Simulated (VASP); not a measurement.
Here is a VASP 6.6.1 calculation.

File POSCAR:

```
Al3GaN4
1.0
    5.0380821994      0.0000000000      0.0000609626
    0.0000000000      3.1249488270      0.0000000000
   -0.0032907426      0.0000000000      5.4103929806
Al Ga N
3 1 4
Direct
    0.5002216621      0.5000000000      0.1672550744
    0.0006683705      0.5000000000      0.8349019371
    0.0010043256      0.0000000000      0.3316444641
    0.4994946875      0.0000000000      0.6662044645
    0.1107069786      0.0000000000      0.6663170127
    0.1226755896      0.5000000000      0.1671322914
    0.6254135995      0.5000000000      0.8406810062
    0.6234137865      0.0000000000      0.3258647496
```

INCAR.step1

```
SYSTEM = Al3GaN4
ALGO = Normal ; EDIFF = 1E-4
ENCUT = 520 ; GGA = PE
ISMEAR = 0 ; LASPH = .True.
LCHARG = .False. ; LREAL = .False.
LWAVE = .True. ; NBANDS = 31
NELM = 60 ; PREC = Accurate
SIGMA = 0.02
```

File INCAR.step2:

```
SYSTEM = Al3GaN4
ALGO = Normal ; EDIFF = 1E-6
ENCUT = 520 ; ISIF = 2
ISMEAR = 0 ; ISTART = 1
LASPH = .True. ; LCHARG = .False.
LMIXTAU = .True. ; LREAL = .False.
LWAVE = .False. ; METAGGA = R2SCAN
NBANDS = 31 ; NELM = 60
PREC = Accurate ; SIGMA = 0.02
```

The input KPOINTS:

```
k-points
0
Gamma
  6 8 4
  0 0 0
```

Potentials or basis: VASP PAW PBE potentials, release 64 (Al, Ga_d, N).

Launch:

```sh
$ cat potpaw_PBE.64/Al/POTCAR potpaw_PBE.64/Ga_d/POTCAR potpaw_PBE.64/N/POTCAR > POTCAR
$ cp INCAR.step1 INCAR
$ mpirun -np 1 vasp_std > vasp.out
$ cp INCAR.step2 INCAR
$ mpirun -np 1 vasp_std > vasp.out
```

(1) Estimate the largest force.

(2) Estimate the pressure.

(3) What does it give for the band gap on the k mesh?

Results:

(1) 0.091 eV/Å.

(2) 0.0 GPa.

(3) 4.16 eV.

Caveat: the PAW data sets were made with another functional, which shifts forces and pressure a little.
